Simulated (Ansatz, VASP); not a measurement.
One calculation of C, two programs

Contents of POSCAR:

```
C
1.0
    0.0000000000      2.4460500000      3.3480000000
    1.4122000000      0.0000000000      3.3480000000
    1.4122000000      2.4460500000      0.0000000000
C
2
Direct
    0.1666700000      0.8333300000      0.1666700000
    0.8333300000      0.1666700000      0.8333300000
```

INCAR.step1

```
PREC = Accurate
ENCUT = 520
ISMEAR = 0
SIGMA = 0.05
LREAL = False
LASPH = True
NELM = 100
NBANDS = 11
GGA = PE
ALGO = Normal
EDIFF = 1E-4
LWAVE = True
LCHARG = False
```

The input INCAR.step2:

```
PREC = Accurate
ENCUT = 520
EDIFF = 1E-7
ISMEAR = 0
SIGMA = 0.05
LREAL = False
LASPH = True
NELM = 100
ALGO = Normal
ISIF = 2
LWAVE = False
LCHARG = False
METAGGA = R2SCAN
LMIXTAU = True
NBANDS = 11
ISTART = 1
```

File KPOINTS:

```
Automatic mesh
0
Gamma
  14 14 14
```

Input for Ansatz:

```yaml
crystal:
  lattice:
    - [0.0, 2.44605, 3.348]
    - [1.4122, 0.0, 3.348]
    - [1.4122, 2.44605, 0.0]
  atoms:
    - { symbol: C, position: [0.16667, 0.83333, 0.16667] }
    - { symbol: C, position: [0.83333, 0.16667, 0.83333] }
basis:
  ecutwfc: 500
kpoints:
  mp_grid: { grid: [14, 14, 14] }
hamiltonian:
  xc: r2scan
scf:
  occupations: { method: gaussian, width: 0.05 }
output:
  forces: true
  stress: true
  eigenvalues: true
  write_density: true
  write_potential: true
  elf: true
  volumetric_format: npy
```

Change from the starting cell: strain +0.1500 x Voigt [1, 1, 0, 0, 0, 0], atoms carried along.

Alike in both runs: task single point; functional r2SCAN; k mesh 14 × 14 × 14; occupations gaussian, width 0.05 eV; no spin polarisation.

|  | VASP | Ansatz |
| --- | --- | --- |
| version | VASP 6.6.1 | Ansatz 0.2.0 |
| potentials or method | VASP PAW PBE potentials, release 64 (C), cutoff 520 eV | scalar-relativistic, plane waves, PAW |
| valence electrons in the cell | 8 | 8 |

VASP gave:

* gap on the k mesh at the Fermi level (eV): none
* pressure (GPa): -62.5
* traceless stress, the component that is largest in VASP (GPa): 64.78

Question: Estimate Ansatz's values.

Answer: gap on the k mesh at the Fermi level (eV): none; pressure (GPa): -62.8; traceless stress, the component that is largest in VASP (GPa): 65.13.

VASP's potentials were made for PBE, not for r2SCAN. A gap of «none» marks a metal or a gap that the smearing closes. Both programs put the cell under strong tension, so it lies far from rest at this level. The functional is the same, so the differences come from potentials, cutoffs and numerics.

Noted on VASP's run: the cell as given lies far from equilibrium.
